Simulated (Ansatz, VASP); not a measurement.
## One calculation of ZnO, two programs

The input INCAR:

```
SYSTEM = ZnO
ALGO = Normal ; EDIFF = 1E-6
EDIFFG = -0.01 ; ENCUT = 600
GGA = PS ; IBRION = 2
ISIF = 3 ; ISMEAR = 0
LASPH = .True. ; LCHARG = .False.
LREAL = .False. ; LWAVE = .False.
NELM = 100 ; NSW = 80
PREC = Accurate ; SIGMA = 0.02
```

KPOINTS

```
k-points
0
Gamma
  6 6 8
  0 0 0
```

Contents of POSCAR:

```
ZnO
1.0
    5.5175700700      0.0000000000      0.0000000000
    0.0000000000      5.5175700700      0.0000000000
    0.0000000000      0.0000000000      3.2587787700
Zn O
4 4
Direct
    0.1819728400      0.1819728400      0.5000000000
    0.8180271600      0.8180271600      0.5000000000
    0.6819728400      0.3180271600      0.0000000000
    0.3180271600      0.6819728400      0.0000000000
    0.8172472300      0.1827527700      0.5000000000
    0.1827527700      0.8172472300      0.5000000000
    0.6827527700      0.6827527700      0.0000000000
    0.3172472300      0.3172472300      0.0000000000
```

Input for Ansatz:

```yaml
crystal:
  lattice:
    - [5.51757007, 0.0, 0.0]
    - [0.0, 5.51757007, 0.0]
    - [0.0, 0.0, 3.25877877]
  atoms:
    - { symbol: Zn, position: [0.18197284, 0.18197284, 0.5] }
    - { symbol: Zn, position: [0.81802716, 0.81802716, 0.5] }
    - { symbol: Zn, position: [0.68197284, 0.31802716, 0.0] }
    - { symbol: Zn, position: [0.31802716, 0.68197284, 0.0] }
    - { symbol: O, position: [0.81724723, 0.18275277, 0.5] }
    - { symbol: O, position: [0.18275277, 0.81724723, 0.5] }
    - { symbol: O, position: [0.68275277, 0.68275277, 0.0] }
    - { symbol: O, position: [0.31724723, 0.31724723, 0.0] }
basis:
  ecutwfc: 420
kpoints:
  mp_grid: { grid: [6, 6, 8] }
hamiltonian:
  xc: pbesol
scf:
  occupations: { method: gaussian, width: 0.02 }
output:
  forces: true
  stress: true
  eigenvalues: true
relax:
  adjacent_minimum: "off"
  f_tol: 0.01
  max_steps: 60
  cell: { stress_tol: 0.05 }
```

Alike in both runs: task relaxation of cell and atoms; functional PBEsol; k mesh 6 × 6 × 8; occupations gaussian, width 0.02 eV; no spin polarisation.

|  | VASP | Ansatz |
| --- | --- | --- |
| version | VASP 6.6.1 | Ansatz 0.2.0 |
| potentials or method | VASP PAW PBE potentials, release 64 (Zn, O), cutoff 600 eV | scalar-relativistic, plane waves, PAW |
| valence electrons in the cell | 72 | 72 |

VASP gave:

```
gap on the k mesh at the Fermi level, each at its own relaxed structure (eV) : 0.69
relaxed volume (Å³/atom)                                                     : 12.39
relaxed length of the cell vector where the two differ most in proportion (Å)              : 5.523
```

Q: Estimate Ansatz's values.

A: gap on the k mesh at the Fermi level, each at its own relaxed structure (eV): 0.71; relaxed volume (Å³/atom): 12.32; relaxed length of the cell vector where the two differ most in proportion (Å): 5.512.

VASP's potentials were made for PBE, not for PBEsol.
